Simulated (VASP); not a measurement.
Crystal: BAs.

```
CELL_PARAMETERS angstrom
0.00000 2.40467 2.40467
2.40467 0.00000 2.40467
2.40467 2.40467 0.00000
ATOMIC_POSITIONS crystal
B 0.75000 0.75000 0.75000
As 0.00000 0.00000 0.00000
```

Base run:

```yaml
Program: VASP 6.6.1
Functional: r2SCAN
Potentials_or_basis: VASP PAW PBE potentials, release 64 (B, As)
Cutoff: 550 eV
k_mesh: 10 × 10 × 10
Occupations: fermi-dirac, width 0.01 eV
Spin: no spin polarisation
```

Its results: band gap on the k mesh 1.39 eV (least direct gap 3.42 eV); pressure -2.0 GPa.

The run is repeated on the same cell with these changes: functional from r2SCAN to HSE06; cutoff from 550 eV to 420 eV; k mesh from 10 × 10 × 10 to 6 × 6 × 6. What comes out?

Band gap on the k mesh 1.96 eV (least direct gap 4.09 eV); pressure -3.4 GPa.

Several settings changed at once.

Caveats: the PAW data sets were made with another functional, which shifts forces and pressure a little; the cell stands under tension (at least some runs).

A k mesh can miss the band edges.
